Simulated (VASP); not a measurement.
# CO2 (P4_2/mnm) in VASP: single point with r2SCAN

Aim: the single point of CO2 with r2SCAN.

Everything below comes from runs of VASP 6.6.1. Logs are shortened: lines on timing, memory, paths and dates and some standing lists are left out, and cuts for length are marked.

## (1) The cell of the first run

Symmetry: P4_2/mnm, No. 136, tetragonal system. Conventional cell: a = 3.516 Å, b = 3.516 Å, c = 4.104 Å, α = 90.00°, β = 90.00°, γ = 90.00°. C (site symmetry mmm) has 2 O at 1.14 Å within 1.5 Å. Within 1.5 Å of O (site symmetry m2m) lie 1 C at 1.14 Å.

## (2) Single point, r2SCAN

Contents of POSCAR:

```
CO2
1.0
    3.5161000000      0.0000000000      0.0000000000
    0.0000000000      3.5161000000      0.0000000000
    0.0000000000      0.0000000000      4.1043000000
C O
2 4
Direct
    0.0000000000      0.0000000000      0.0000000000
    0.5000000000      0.5000000000      0.5000000000
    0.2300000000      0.2300000000      0.0000000000
    0.2700000000      0.7300000000      0.5000000000
    0.7700000000      0.7700000000      0.0000000000
    0.7300000000      0.2700000000      0.5000000000
```

Contents of INCAR.step1:

```
PREC = Accurate
ENCUT = 660
ISMEAR = 0
SIGMA = 0.01
LREAL = F
LASPH = T
NELM = 120
NBANDS = 25
GGA = PE
ALGO = Normal
EDIFF = 1E-5
LWAVE = T
LCHARG = F
GGA_COMPAT = F
```

Contents of INCAR.step2:

```
PREC = Accurate
ENCUT = 660
EDIFF = 1E-6
ISMEAR = 0
SIGMA = 0.01
LREAL = F
LASPH = T
NELM = 120
ALGO = Normal
ISIF = 2
LWAVE = F
LCHARG = F
METAGGA = R2SCAN
LMIXTAU = T
NBANDS = 25
ISTART = 1
GGA_COMPAT = F
```

Contents of KPOINTS:

```
regular mesh
0
Gamma
  5 5 4
```

Potentials or basis: VASP PAW PBE potentials, release 64 (C, O).

On the command line:

```bash
cat potpaw_PBE.64/C/POTCAR potpaw_PBE.64/O/POTCAR > POTCAR
cp INCAR.step1 INCAR
mpirun -np 1 vasp_std > vasp.out
cp INCAR.step2 INCAR
mpirun -np 1 vasp_std > vasp.out
```

OUTCAR:

```text
PREC = Accurate
   ENCUT = 660
   EDIFF = 1E-6
   ISMEAR = 0
   LREAL = F
   LASPH = T
   NELM = 120
   ISIF = 2
   METAGGA = R2SCAN
   ISTART = 1

 ion  position               nearest neighbor table
   1  0.000  0.000  0.000-   3 1.14   5 1.14
   2  0.500  0.500  0.500-   4 1.14   6 1.14
   3  0.230  0.230  0.000-   1 1.14
   4  0.270  0.730  0.500-   2 1.14
   5  0.770  0.770  0.000-   1 1.14
   6  0.730  0.270  0.500-   2 1.14

  LATTYP: Found a simple tetragonal cell.
 ALAT       =     3.5161000000
 C/A-ratio  =     1.1672876198

  Lattice vectors:

 A1 = (   3.5161000000,   0.0000000000,   0.0000000000)
 A2 = (   0.0000000000,   3.5161000000,   0.0000000000)
 A3 = (   0.0000000000,   0.0000000000,   4.1043000000)

Analysis of symmetry for initial positions (statically):
=====================================================================
 Subroutine PRICEL returns:
 Original cell was already a primitive cell.

 Routine SETGRP: Setting up the symmetry group for a
 simple tetragonal supercell.

 Subroutine GETGRP returns: Found 16 space group operations
 (whereof  8 operations were pure point group operations)
 out of a pool of 16 trial point group operations.

The static configuration has the point symmetry D_2h.
 The point group associated with its full space group is D_4h.

Analysis of symmetry for dynamics (positions and initial velocities):
=====================================================================
 Subroutine PRICEL returns:
 Original cell was already a primitive cell.

 Routine SETGRP: Setting up the symmetry group for a
 simple tetragonal supercell.

 Subroutine GETGRP returns: Found 16 space group operations
 (whereof  8 operations were pure point group operations)
 out of a pool of 16 trial point group operations.

The dynamic configuration has the point symmetry D_2h.
 The point group associated with its full space group is D_4h.

 Subroutine INISYM returns: Found 16 space group operations
 (whereof  8 operations are pure point group operations),
 and found     1 'primitive' translations

----------------------------------------------------------------------------------------

                                     Primitive cell

  volume of cell :      50.7413

  direct lattice vectors                    reciprocal lattice vectors
     3.516100000  0.000000000  0.000000000     0.284406018  0.000000000  0.000000000
     0.000000000  3.516100000  0.000000000     0.000000000  0.284406018  0.000000000
[... 90 lines left out ...]
   IBRION =     -1    ionic relax: 0-MD 1-quasi-New 2-CG
   NFREE  =      0    steps in history (QN), initial steepest desc. (CG)
   ISIF   =      2    stress and relaxation
   ISYM   =      2    0-nonsym 1-usesym 2-fastsym
   POTIM  = 0.5000    time-step for ionic-motion
   TEBEG  =    0.0;   TEEND  =   0.0 temperature during run
   PSTRESS=    0.0 pullay stress
   NELECT =      32.0000    total number of electrons
   NUPDOWN=      -1.0000    fix difference up-down
   EMIN   =  10.00;   EMAX   =-10.00  energy-range for DOS
   EFERMI =   0.00;   METHOD = LEGACY
   ISMEAR =     0;   SIGMA  =   0.01  broadening in eV -4-tet -1-fermi 0-gaus
   EFERMI_NEDOS =   21; number of points for ismear=-14 and -15
   IALGO  =     38    algorithm
   IMIX   =      4    mixing-type and parameters
     AMIX     =   0.40;   BMIX     =  1.00
     AMIX_MAG =   1.60;   BMIX_MAG =  1.00
  volume/ion in A,a.u.               =       8.46        57.07
  Fermi-wavevector in a.u.,A,eV,Ry     =   1.403905  2.652995 26.816383  1.970949
  Thomas-Fermi vector in A             =   2.526520
   LORBIT       =      0    0 simple, 1 ext, 2 COOP (PROOUT), +10 PAW based schemes
   METAGGA = R2SCAN    functional components
   LHFCALC =     F    Hartree Fock is set to
   AEXX    =    0.0000 exact exchange contribution
   IVDW    =     0    specifies the selected vdW correction
   LEPSILON=     F    determine dielectric tensor
   LRPA    =     F    only Hartree local field effects (RPA)
 non-spin polarized calculation
 Gauss-broadening in eV      SIGMA  =   0.01
  energy-cutoff  :      660.00
  volume of cell :       50.74
 maximum number of plane-waves:      1981
 NGX is ok and might be reduce to    30
   NGX = 15   NGY = 15   NGZ = 17

 number of electron      31.9999998 magnetization

 Free energy of the ion-electron system (eV)
  ---------------------------------------------------
  ext. energy  EPLUGINS =         0.00000000
  ---------------------------------------------------
  free energy    TOTEN  =       -49.93538037 eV

  energy without entropy =      -49.93538037  energy(sigma->0) =      -49.93538037

 E-fermi :   0.9868     XC(G=0): -11.5044

 val. band max:        0.8424843808   @ k =   0.4000   0.4000   0.0000
 cond. band min:       7.4749131023   @ k =   0.0000   0.0000   0.0000
 fundamental gap:      6.6324287215
 Fermi energy:         0.9867538077

 k-point     1 :       0.0000    0.0000    0.0000
  band No.  band energies     occupation
      1     -23.0982      2.00000
      2     -21.7900      2.00000
      3     -20.8716      2.00000
      4     -20.8716      2.00000
      5      -6.8099      2.00000
      6      -6.7158      2.00000
[... 493 lines left out ...]
     24      17.3500      0.00000
     25      19.2209      0.00000

------------------------ aborting loop because EDIFF is reached ----------------------------------------

  FORCE on cell =-STRESS in cart. coord.  units (eV):
  Direction    XX          YY          ZZ          XY          YZ          ZX
  --------------------------------------------------------------------------------------
  -------------------------------------------------------------------------------------
  Total       11.5718900     11.5718900      7.4055864      0.0000000      0.0000000      0.0000000
  in kB      365.3872139    365.3872139    233.8344525      0.0000000      0.0000000      0.0000000
  external PRESSURE =     321.5362934 kB  Pullay stress =       0.0000000 kB

 VOLUME and BASIS-vectors are now :
 -----------------------------------------------------------------------------
  energy-cutoff  :      660.00
  volume of cell :       50.74
      direct lattice vectors                 reciprocal lattice vectors
     3.516100000  0.000000000  0.000000000     0.284406018  0.000000000  0.000000000
     0.000000000  3.516100000  0.000000000     0.000000000  0.284406018  0.000000000
     0.000000000  0.000000000  4.104300000     0.000000000  0.000000000  0.243646907

 POSITION                                       TOTAL-FORCE (eV/Angst)
 -----------------------------------------------------------------------------------
      0.00000      0.00000      0.00000        -0.000000      0.000000      0.000000
      1.75805      1.75805      2.05215        -0.000000      0.000000      0.000000
      0.80870      0.80870      0.00000         1.169304      1.169304     -0.000000
      0.94935      2.56675      2.05215        -1.169304      1.169304      0.000000
      2.70740      2.70740      0.00000        -1.169304     -1.169304      0.000000
      2.56675      0.94935      2.05215         1.169304     -1.169304      0.000000
 -----------------------------------------------------------------------------------
    total drift:                                0.000000      0.000000      0.000000

  FREE ENERGIE OF THE ION-ELECTRON SYSTEM (eV)
  ---------------------------------------------------
  free  energy   TOTEN  =       -49.9353803702 eV

  energy  without entropy=      -49.9353803702  energy(sigma->0) =      -49.93538037
```

OUTCAR.step1:

```text
PREC = Accurate
   ENCUT = 660
   ISMEAR = 0
   LREAL = F
[... 735 lines left out ...]
      0.80870      0.80870      0.00000         1.690692      1.690692     -0.000000
      0.94935      2.56675      2.05215        -1.690692      1.690692     -0.000000
      2.70740      2.70740      0.00000        -1.690692     -1.690692      0.000000
      2.56675      0.94935      2.05215         1.690692     -1.690692      0.000000
 -----------------------------------------------------------------------------------
    total drift:                                0.000000      0.000000      0.000000

  FREE ENERGIE OF THE ION-ELECTRON SYSTEM (eV)
  ---------------------------------------------------
  free  energy   TOTEN  =       -43.8592405981 eV

  energy  without entropy=      -43.8592405981  energy(sigma->0) =      -43.85924060
```

Run time: 2.9 min. Hardware: 1 thread of Intel Xeon 8259CL, shared host; peak memory 0.19 GiB.

Results:

* Free energy: -49.9354 eV
* Pressure: 32.2 GPa
* Largest force: 1.654 eV/Å
* Band gap on the k mesh: 6.63 eV (least direct gap 7.52 eV)

Forces in eV/Å, atoms in the order of the input:
```
C    0.000  0.000  0.000
C    0.000  0.000  0.000
O    1.169  1.169  0.000
O   -1.169  1.169  0.000
O   -1.169 -1.169  0.000
O    1.169 -1.169  0.000
```

Stress tensor (GPa, compression positive):
```
36.54  0.00  0.00
 0.00 36.54  0.00
 0.00  0.00 23.38
```

Levels at points of the mesh, in eV from the valence-band top:
| k point | band 14 | band 15 | band 16 | band 17 | band 18 | band 19 |
| --- | --- | --- | --- | --- | --- | --- |
| (0.00, 0.00, 0.00) | -1.81 | -1.30 | -1.30 | 6.63 | 7.30 | 7.30 |
| (0.00, 0.00, 0.50) | -2.85 | -1.19 | -1.19 | 7.85 | 7.85 | 8.30 |

Caveat: the stress differs along the axes, from 23 to 37 GPa; the PAW data sets were made with another functional, which shifts forces and pressure a little.
